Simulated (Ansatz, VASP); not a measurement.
# One calculation of BeSe, two programs

File INCAR:

```
ALGO = Normal ; EDIFF = 1E-6
ENCUT = 600 ; GGA = PE
GGA_COMPAT = F ; ISIF = 2
ISMEAR = 0 ; LASPH = T
LCHARG = T ; LELF = T
LREAL = F ; LVHAR = T
LWAVE = F ; NBANDS = 11
NELM = 120 ; PREC = Accurate
SIGMA = 0.02
```

Contents of KPOINTS:

```
k-points
0
Gamma
  8 8 8
```

POSCAR

```
BeSe
1.0
    0.0000000000      2.4431823000      2.4431823000
    2.4431823000      0.0000000000      2.4431823000
    2.4431823000      2.4431823000      0.0000000000
Be Se
1 1
Direct
    0.0000000000      0.0000000000      0.0000000000
    0.7500000000      0.7500000000      0.7500000000
```

Input for Ansatz:

```yaml
crystal:
  lattice:
    - [0.0, 2.4431823, 2.4431823]
    - [2.4431823, 0.0, 2.4431823]
    - [2.4431823, 2.4431823, 0.0]
  atoms:
    - { symbol: Be, position: [0.0, 0.0, 0.0] }
    - { symbol: Se, position: [0.75, 0.75, 0.75] }
basis:
  ecutwfc: 420
kpoints:
  mp_grid: { grid: [8, 8, 8] }
hamiltonian:
  xc: pbe
scf:
  occupations: { method: gaussian, width: 0.02 }
output:
  forces: true
  stress: true
  eigenvalues: true
```

Alike in both runs: task single point; functional PBE; k mesh 8 × 8 × 8; occupations gaussian, width 0.02 eV; no spin polarisation.

|  | VASP | Ansatz |
| --- | --- | --- |
| version | VASP 6.6.1 | Ansatz 0.2.0 |
| potentials or method | VASP PAW PBE potentials, release 64 (Be, Se), cutoff 600 eV | scalar-relativistic, plane waves, PAW |
| valence electrons in the cell | 8 | 18 |

Ansatz gave:

* gap on the k mesh at the Fermi level (eV): 2.25
* least direct gap on the mesh (eV): 4.96
* pressure (GPa): 18.3

**Question.** Which values does VASP return?

**Answer.** gap on the k mesh at the Fermi level (eV): 2.23; least direct gap on the mesh (eV): 4.94; pressure (GPa): 18.6.

With one functional, cell and mesh, what is left measures potentials, basis and numerics. VASP's potentials hold 8 valence electrons a cell and Ansatz's 18, so a difference there can come from the potentials and not from the codes.
